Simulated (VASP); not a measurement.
## SiC: single point with r2SCAN

The system is SiC.

```
Si C
1.0
     0.00000    2.18000    2.18000
     2.18000    0.00000    2.18000
     2.18000    2.18000    0.00000
Si C
1 1
Direct
  0.00000 0.00000 0.00000
  0.25000 0.25000 0.25000
```

| Property | Result |
| --- | --- |
| Program | VASP 6.6.1 |
| Task | single point |
| Functional | r2SCAN |
| Potentials or basis | VASP PAW PBE potentials, release 64 (Si, C) |
| Cutoff | 660 eV |
| k mesh | 8 × 8 × 8 |
| Occupations | gaussian, width 0.01 eV |
| Spin | no spin polarisation |
| Dipole correction | no |
| Further INCAR settings | ALGO = Normal; EDIFF = 1e-06; NBANDS = 11 |

| Quantity | Value |
| --- | --- |
| Pressure | -1.0 GPa |
| Band gap on the k mesh | 1.73 eV (least direct gap 5.06 eV) |

Levels at points of the mesh, in eV from the valence-band top:
```
           k point  band 2  band 3  band 4  band 5  band 6  band 7
(0.00, 0.00, 0.00)    0.00    0.00    0.00    6.82    7.84    7.84
(0.50, 0.00, 0.00)   -8.81   -1.11   -1.11    5.98    7.75    7.75
(0.50, 0.50, 0.00)   -8.05   -3.33   -3.33    1.73    4.82   15.11
```

It took 67 s on 1 thread of Intel Xeon 8259CL, on a shared host, peak memory 0.16 GiB.

Caveat: the PAW data sets were made with another functional, which shifts forces and pressure a little. A k mesh can miss the band edges.
